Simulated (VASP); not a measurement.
**Ge: electric field gradients with LDA**

The system is Ge.

```
Ge
1.0
     0.00000    2.88425    2.88425
     2.88425    0.00000    2.88425
     2.88425    2.88425    0.00000
Ge
2
Direct
  0.50000 0.50000 0.50000
  0.75000 0.75000 0.75000
```

```yaml
Program: VASP 6.6.1
Task: electric field gradients
Functional: LDA
Potentials_or_basis: VASP PAW LDA potentials, release 64 (Ge_d)
Cutoff: 520 eV
k_mesh: 10 × 10 × 10
Occupations: fermi-dirac, width 0.05 eV
Spin: no spin polarisation
Dipole_correction: no
Further_INCAR_settings: ALGO = Normal; EDIFF = 1e-08; NBANDS = 21
```

* Pressure: -4.5 GPa
* Band gap on the k mesh: zero (bands 14 and 15 overlap by 0.10 eV)
* Largest electric field gradient by atom: zero within the noise of the run

Levels at points of the mesh, in eV from the Fermi level:
```tsv
k point	band 11	band 12	band 13	band 14	band 15	band 16	band 17	band 18
(0.00, 0.00, 0.00)	-12.28	-0.56	0.09	0.09	0.09	2.59	2.59	2.59
(0.50, 0.00, 0.00)	-10.33	-7.29	-1.22	-1.22	-0.01	3.78	3.78	7.02
(0.50, 0.50, 0.00)	-8.62	-8.62	-2.78	-2.78	0.82	0.82	9.03	9.03
```

It took 19 s on 1 thread of Intel(R) Xeon(R) 6975P-C (Granite Rapids) (shared host), peak memory 0.16 GiB.

Caveat: the cell stands under tension; semilocal functionals underestimate gaps, so a narrow gap can read as zero.
